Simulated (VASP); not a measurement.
# Si16Au (a cell with a defect) in VASP: single point with PBEsol

Aim: the single point of Si16Au (a cell with a defect) with PBEsol.

All numbers are computed with VASP 6.6.1; they aren't measurements. Logs are shortened: lines on timing, memory, paths and dates and some standing lists are left out, and cuts for length are marked.

### Step 1. The cell of the first run

The cell holds a defect, 17 atoms: a = 7.679 Å, b = 7.679 Å, c = 7.679 Å, α = 60.00°, β = 60.00°, γ = 60.00°.

### Step 2. Single point, PBEsol, collinear spin

File INCAR:

```
SYSTEM = Si16Au
PREC = Accurate
ENCUT = 520
EDIFF = 1E-7
ISMEAR = -1
SIGMA = 0.02
LREAL = Auto
LASPH = .True.
NELM = 150
ALGO = Normal
ISIF = 2
LWAVE = .False.
LCHARG = .True.
ISPIN = 2
MAGMOM = 0 0 0 0 0 0 0 0 0 0 0 0 0 0 0 0 1
LORBIT = 11
LMAXMIX = 4
GGA = PS
LELF = .True.
LVHAR = .True.
NBANDS = 56
```

File KPOINTS:

```
Automatic mesh
0
Gamma
  2 2 2
  0 0 0
```

File POSCAR:

```
Si16Au
1.0
    0.0000000000      5.4300000000      5.4300000000
    5.4300000000      0.0000000000      5.4300000000
    5.4300000000      5.4300000000      0.0000000000
Si Au
16 1
Direct
    0.1123296501     -0.0656445672     -0.1066574586
    0.1058379374      0.1849907919     -0.0014364641
    0.0165561694      0.0101841621      0.3754511971
    0.1625874770      0.0660128913      0.5349815838
    0.0545395948      0.5181123389     -0.0275782689
    0.2471915285      0.5673204420      0.0985543278
    0.0858747698      0.4161510129      0.4675506446
    0.0980110497      0.6472559853      0.6258195212
    0.4917495396      0.0725598527     -0.0781583794
    0.7535727440      0.0863167587      0.0287845304
    0.5547329650     -0.0221731123      0.3626519337
    0.6471086556      0.0178084715      0.5949723757
    0.6229373849      0.4477255985     -0.0080755064
    0.6230478821      0.6723848987      0.1211510129
    0.4543738490      0.6507274401      0.4734714549
    0.7688858195      0.6431767956      0.6277255985
    0.7161694291      0.3630386740      0.6157274401
```

Potentials or basis: VASP PAW PBE potentials, release 64 (Si, Au).

Run with:

```sh
cat potpaw_PBE.64/Si/POTCAR potpaw_PBE.64/Au/POTCAR > POTCAR
mpirun -np 1 vasp_std > vasp.out
```

OUTCAR:

```text
SYSTEM = Si16Au
   PREC = Accurate
   ENCUT = 520
   EDIFF = 1E-7
   ISMEAR = -1
   LREAL = Auto
   LASPH = .True.
   NELM = 150
   ISIF = 2
   ISPIN = 2
   LORBIT = 11
   GGA = PS

 ion  position               nearest neighbor table
   1  0.112  0.934  0.893-  10 2.27   4 2.30   6 2.40   2 2.40
   2  0.106  0.185  0.999-   5 2.30   3 2.39   1 2.40   9 2.47  10 3.03
   3  0.017  0.010  0.375-   4 2.31   2 2.39   8 2.44  12 2.46  17 3.25
   4  0.163  0.066  0.535-   7 2.27   1 2.30   3 2.31  11 2.48  15 2.95  17 2.97
   5  0.055  0.518  0.972-   8 2.23   2 2.30   6 2.37  14 2.71
   6  0.247  0.567  0.099-   7 2.36  13 2.36   5 2.37   1 2.40
   7  0.086  0.416  0.468-   4 2.27  16 2.32   6 2.36  17 2.64   8 2.66
   8  0.098  0.647  0.626-   5 2.23  15 2.39   3 2.44  16 2.54   7 2.66
   9  0.492  0.073  0.922-  12 2.34   2 2.47  14 2.56  10 2.58  17 2.83
  10  0.754  0.086  0.029-  11 2.20   1 2.27  13 2.35   9 2.58  17 2.87   2 3.03
  11  0.555  0.978  0.363-  10 2.20  12 2.41   4 2.48  15 2.60  16 2.71
  12  0.647  0.018  0.595-   9 2.34  11 2.41  16 2.46   3 2.46  17 3.04
  13  0.623  0.448  0.992-  10 2.35   6 2.36  14 2.38  16 2.38  17 2.94
  14  0.623  0.672  0.121-  15 2.30  13 2.38   9 2.56   5 2.71
  15  0.454  0.651  0.473-  14 2.30  17 2.34   8 2.39  11 2.60   4 2.95  16 3.15
  16  0.769  0.643  0.628-   7 2.32  13 2.38  17 2.43  12 2.46   8 2.54  11 2.71  15 3.15
  17  0.716  0.363  0.616-  15 2.34  16 2.43   7 2.64   9 2.83  10 2.87  13 2.94   4 2.97  12 3.04
                             3 3.25

  LATTYP: Found a face centered cubic cell.
 ALAT       =    10.8600000000

  Lattice vectors:

 A1 = (   0.0000000000,   5.4300000000,   5.4300000000)
 A2 = (   5.4300000000,   0.0000000000,   5.4300000000)
 A3 = (   5.4300000000,   5.4300000000,   0.0000000000)

Analysis of symmetry for initial positions (statically):
=====================================================================
 Subroutine PRICEL returns:
 Original cell was already a primitive cell.

 Routine SETGRP: Setting up the symmetry group for a
 face centered cubic supercell.

 Subroutine GETGRP returns: Found  1 space group operations
 (whereof  1 operations were pure point group operations)
 out of a pool of 48 trial point group operations.

The static configuration has the point symmetry C_1 .

Analysis of symmetry for dynamics (positions and initial velocities):
=====================================================================
 Subroutine PRICEL returns:
 Original cell was already a primitive cell.

 Routine SETGRP: Setting up the symmetry group for a
 face centered cubic supercell.

 Subroutine GETGRP returns: Found  1 space group operations
 (whereof  1 operations were pure point group operations)
 out of a pool of 48 trial point group operations.

The dynamic configuration has the point symmetry C_1 .

Analysis of structural, dynamic, and magnetic symmetry:
=====================================================================
 Subroutine PRICEL returns:
 Original cell was already a primitive cell.

 Routine SETGRP: Setting up the symmetry group for a
 face centered cubic supercell.

 Subroutine GETGRP returns: Found  1 space group operations
 (whereof  1 operations were pure point group operations)
 out of a pool of 48 trial point group operations.

The overall configuration has the point symmetry C_1 .

 Subroutine INISYM returns: Found  1 space group operations
 (whereof  1 operations are pure point group operations),
 and found     1 'primitive' translations

----------------------------------------------------------------------------------------

                                     Primitive cell

  volume of cell :     320.2060

  direct lattice vectors                    reciprocal lattice vectors
     0.000000000  5.430000000  5.430000000    -0.092081031  0.092081031  0.092081031
     5.430000000  0.000000000  5.430000000     0.092081031 -0.092081031  0.092081031
     5.430000000  5.430000000  0.000000000     0.092081031  0.092081031 -0.092081031

  length of vectors
     7.679179644  7.679179644  7.679179644     0.159489025  0.159489025  0.159489025

  position of ions in fractional coordinates (direct lattice)
[... 78 lines left out ...]
   dimension x,y,z NGXF=   120 NGYF=  120 NGZF=  120
   ions per type =              16   1
   NGX,Y,Z   is equivalent  to a cutoff of  12.99, 12.99, 12.99 a.u.
   NGXF,Y,Z  is equivalent  to a cutoff of  25.98, 25.98, 25.98 a.u.
 SYSTEM =  Si16Au
   PREC   = accura    normal or accurate (medium, high low for compatibility)
   ISTART =      0    job   : 0-new  1-cont  2-samecut
   ICHARG =      2    charge: 1-file 2-atom 10-const
   ISPIN  =      2    spin polarized calculation?
   LNONCOLLINEAR =      F non collinear calculations
   LSORBIT =      F    spin-orbit coupling
   LASPH  =      T    aspherical Exc in radial PAW
   ENCUT  =  520.0 eV  38.22 Ry    6.18 a.u.  14.28 14.28 14.28*2*pi/ulx,y,z
   NELM   =    150;   NELMIN=  2; NELMDL= -5     # of ELM steps
   EDIFF  = 0.1E-06   stopping-criterion for ELM
   LREAL  =      T    real-space projection
   EDIFFG = 0.1E-05   stopping-criterion for IOM
   NSW    =      0    number of steps for IOM
   IBRION =     -1    ionic relax: 0-MD 1-quasi-New 2-CG
   NFREE  =      0    steps in history (QN), initial steepest desc. (CG)
   ISIF   =      2    stress and relaxation
   ISYM   =      2    0-nonsym 1-usesym 2-fastsym
   POTIM  = 0.5000    time-step for ionic-motion
   TEBEG  =    0.0;   TEEND  =   0.0 temperature during run
   PSTRESS=    0.0 pullay stress
   NELECT =      75.0000    total number of electrons
   NUPDOWN=      -1.0000    fix difference up-down
   EMIN   =  10.00;   EMAX   =-10.00  energy-range for DOS
   EFERMI =   0.00;   METHOD = LEGACY
   ISMEAR =    -1;   SIGMA  =   0.02  broadening in eV -4-tet -1-fermi 0-gaus
   EFERMI_NEDOS =   21; number of points for ismear=-14 and -15
   IALGO  =     38    algorithm
   IMIX   =      4    mixing-type and parameters
     AMIX     =   0.40;   BMIX     =  1.00
     AMIX_MAG =   1.60;   BMIX_MAG =  1.00
  volume/ion in A,a.u.               =      18.84       127.11
  Fermi-wavevector in a.u.,A,eV,Ry     =   1.009142  1.907001 13.855720  1.018367
  Thomas-Fermi vector in A             =   2.142052
   LORBIT       =     11    0 simple, 1 ext, 2 COOP (PROOUT), +10 PAW based schemes
   GGA     = PS    functional components
   LHFCALC =     F    Hartree Fock is set to
   AEXX    =    0.0000 exact exchange contribution
   IVDW    =     0    specifies the selected vdW correction
   LEPSILON=     F    determine dielectric tensor
   LRPA    =     F    only Hartree local field effects (RPA)
 spin polarized calculation
  energy-cutoff  :      520.00
  volume of cell :      320.21
 maximum number of plane-waves:      8646
 NGX is ok and might be reduce to    60
   NGX = 29   NGY = 29   NGZ = 29

 number of electron      75.0000000 magnetization      -0.0073854

 number of electron      75.0000000 magnetization       0.0000932

 Free energy of the ion-electron system (eV)
  ---------------------------------------------------
  ext. energy  EPLUGINS =         0.00000000
  ---------------------------------------------------
  free energy    TOTEN  =       -89.30940831 eV

  energy without entropy =      -89.30122070  energy(sigma->0) =      -89.30531450

 E-fermi :   6.7241     XC(G=0): -10.0235

 val. band max:        6.7076850669   @ k =   0.0000   0.5000   0.0000
 cond. band min:       6.7349318730   @ k =   0.0000   0.5000   0.5000
 fundamental gap:      0.0272468061
 Fermi energy:         6.7241048086

 spin component 1

 k-point     1 :       0.0000    0.0000    0.0000
  band No.  band energies     occupation
      1      -5.9292      1.00000
      2      -3.5907      1.00000
      3      -3.4207      1.00000
      4      -3.2827      1.00000
      5      -3.1457      1.00000
      6      -2.7196      1.00000
[... 405 lines left out ...]
     48      10.0571      0.00000
     49      10.2279      0.00000
 Fermi energy:         6.7241048086

 spin component 2

 k-point     1 :       0.0000    0.0000    0.0000
  band No.  band energies     occupation
      1      -5.9292      1.00000
      2      -3.5907      1.00000
      3      -3.4207      1.00000
      4      -3.2827      1.00000
      5      -3.1457      1.00000
      6      -2.7196      1.00000
[... 405 lines left out ...]
     48      10.0571      0.00000
     49      10.2279      0.00000
 [bands above 49 left out]

------------------------ aborting loop because EDIFF is reached ----------------------------------------

  FORCE on cell =-STRESS in cart. coord.  units (eV):
  Direction    XX          YY          ZZ          XY          YZ          ZX
  --------------------------------------------------------------------------------------
  -------------------------------------------------------------------------------------
  Total        2.5749768      1.3735203     -0.0002560      1.0784215     -2.3730884     -1.6407875
  in kB       12.8841100      6.8725224     -0.0012810      5.3959712    -11.8739446     -8.2098162
  external PRESSURE =       6.5851172 kB  Pullay stress =       0.0000000 kB

 VOLUME and BASIS-vectors are now :
 -----------------------------------------------------------------------------
  energy-cutoff  :      520.00
  volume of cell :      320.21
      direct lattice vectors                 reciprocal lattice vectors
     0.000000000  5.430000000  5.430000000    -0.092081031  0.092081031  0.092081031
     5.430000000  0.000000000  5.430000000     0.092081031 -0.092081031  0.092081031
     5.430000000  5.430000000  0.000000000     0.092081031  0.092081031 -0.092081031

 POSITION                                       TOTAL-FORCE (eV/Angst)
 -----------------------------------------------------------------------------------
      9.92440      5.46080      5.68350         0.023321      1.044987      0.136696
      6.42670      5.99690      1.57920        -0.546803      0.620465     -0.091517
      2.09400      2.12860      0.14520         0.293271     -0.214707     -1.193262
      3.26340      3.78780      1.24130        -0.645361      0.353836      0.566978
      8.09360      5.57640      3.10950         1.637491     -0.177185     -0.978844
      3.61570      1.87740      4.42280        -0.117718     -0.547877      0.045473
[... 9 lines left out ...]
      6.90100      7.58360      7.66750         1.193122     -0.728993     -0.110588
      5.31470      7.23220      5.86010        -0.593612      0.656715     -1.204763
 -----------------------------------------------------------------------------------
    total drift:                                0.001241     -0.005078     -0.001502

  FREE ENERGIE OF THE ION-ELECTRON SYSTEM (eV)
  ---------------------------------------------------
  free  energy   TOTEN  =       -89.3094083068 eV

  energy  without entropy=      -89.3012206953  energy(sigma->0) =      -89.30531450

 total charge

# of ion       s       p       d       tot
------------------------------------------
    1        0.769   0.907   0.000   1.675
    2        0.771   0.870   0.000   1.642
    3        0.781   0.865   0.000   1.646
    4        0.770   0.900   0.000   1.670
    5        0.777   0.881   0.000   1.658
    6        0.768   0.888   0.000   1.657
[... 9 lines left out ...]
   16        0.780   0.867   0.000   1.647
   17        0.695   0.434   8.684   9.813
--------------------------------------------------
tot         13.147  14.329   8.684  36.161

 magnetization (x)

# of ion       s       p       d       tot
------------------------------------------
    1        0.000   0.000   0.000   0.000
    2        0.000  -0.000   0.000   0.000
    3        0.000  -0.000   0.000  -0.000
    4        0.000   0.000   0.000   0.000
    5        0.000  -0.000   0.000  -0.000
    6        0.000   0.000   0.000   0.000
[... 9 lines left out ...]
   16       -0.000   0.000   0.000   0.000
   17        0.000  -0.000   0.000   0.000
--------------------------------------------------
tot          0.000   0.000   0.000   0.000
```

Run time: 13 min. Hardware: 1 thread of Intel Xeon 8259CL, shared host; peak memory 0.74 GiB.

What came out:

```
Free energy                                           : -89.3094 eV
Pressure                                              : 0.7 GPa
Largest force                                         : 2.646 eV/Å
Net moment                                            : 0.00 μB per cell
Valence electrons inside the program's atomic spheres : Si 1.68, 1.64, 1.65, 1.67, 1.66, 1.59, 1.62, 1.61 (each value once); Au 9.81
```

Forces on the atoms (eV/Å):
```
Si   0.023  1.045  0.137
Si  -0.547  0.620 -0.092
Si   0.293 -0.215 -1.193
Si  -0.645  0.354  0.567
Si   1.637 -0.177 -0.979
Si  -0.118 -0.548  0.045
Si   0.812  0.541  1.467
Si  -1.568 -1.132  1.077
Si  -0.528  0.593 -0.335
Si  -0.376 -1.617  0.350
Si   1.288  0.918 -2.122
Si  -1.066 -0.345  0.338
Si   0.260 -0.054  0.290
Si  -0.659  0.015  1.274
Si   0.594  0.074  0.489
Si   1.193 -0.729 -0.111
Au  -0.594  0.657 -1.205
```

Caveat: the k points lie up to 0.50 Å⁻¹ apart; the atoms stand as in a frame of molecular dynamics; the PAW data sets were made with another functional, which shifts forces and pressure a little; spin-orbit coupling is left out, which moves the levels of the heavy elements.
